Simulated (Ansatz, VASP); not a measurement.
## NaF in VASP and in Ansatz

```xyz
2
Lattice="-0.0255 2.2972 2.2972 2.2972 -0.0255 2.2972 2.2717 2.2717 0.0000" Properties=species:S:1:pos:R:3 pbc="T T T"
Na    0.0000    0.0000    0.0000
F     2.2717    2.2717    2.2972
```

Change from the starting cell: shear_xy strain -2.2%.

Alike in both runs: task single point; functional PBE; k mesh 10 × 10 × 10; occupations fermi-dirac, width 0.02 eV; no spin polarisation.

```csv
,VASP,Ansatz
version,VASP 6.6.1,Ansatz 0.2.0
potentials or method,"VASP PAW PBE potentials, release 64 (Na_pv, F)","plane waves, PAW"
plane-wave cutoff (eV),520,420
valence electrons in the cell,14,16
```

|  | VASP | Ansatz | Ansatz less VASP |
| --- | --- | --- | --- |
| gap on the k mesh at the Fermi level (eV) | 6.41 | 6.42 | +0.017 |
| pressure (GPa) | 3.5 | 3.6 | +0.11 |
| traceless stress, the component that is largest in VASP (GPa) | 0.60 | 0.60 | +0.004 |

VASP's potentials hold 14 valence electrons a cell and Ansatz's 16, so a difference there can come from the potentials and not from the codes.
